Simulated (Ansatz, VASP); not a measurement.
## One calculation of AgRh, two programs

```
Ag Rh
1.0
     2.77759    0.00000    0.00000
    -1.38879    2.40546    0.00000
     0.00000    0.00000    4.80860
Ag Rh
1 1
Direct
  0.00000 0.00000 0.50000
  0.66667 0.33333 0.00000
```

Alike in both runs: task relaxation of cell and atoms; functional PBE; k mesh 11 × 11 × 6; occupations fermi-dirac, width 0.05 eV; no spin polarisation.

|  | VASP | Ansatz |
| --- | --- | --- |
| version | VASP 6.6.1 | Ansatz 0.2.0 |
| potentials or method | VASP PAW PBE potentials, release 64 (Ag, Rh_pv) | Ansatz PAW |
| plane-wave cutoff (eV) | 600 | 420 |
| valence electrons in the cell | 26 | 36 |

Ansatz gave:

```
gap on the k mesh at the Fermi level, each at its own relaxed structure (eV) : none
relaxed volume (Å³/atom)                                                     : 15.81
relaxed length of the cell vector where the two differ most in proportion (Å)              : 2.769
```

Task: What did VASP give for the same quantities?

Result: gap on the k mesh at the Fermi level, each at its own relaxed structure (eV): none; relaxed volume (Å³/atom): 15.79; relaxed length of the cell vector where the two differ most in proportion (Å): 2.767.

A gap of «none» marks a metal or a gap that the smearing closes. VASP's potentials hold 26 valence electrons a cell and Ansatz's 36, so a difference there can come from the potentials and not from the codes.

Noted on Ansatz's run: the plane-wave basis is chosen anew once the cell has moved, so the energies of steps on either side of that aren't comparable.
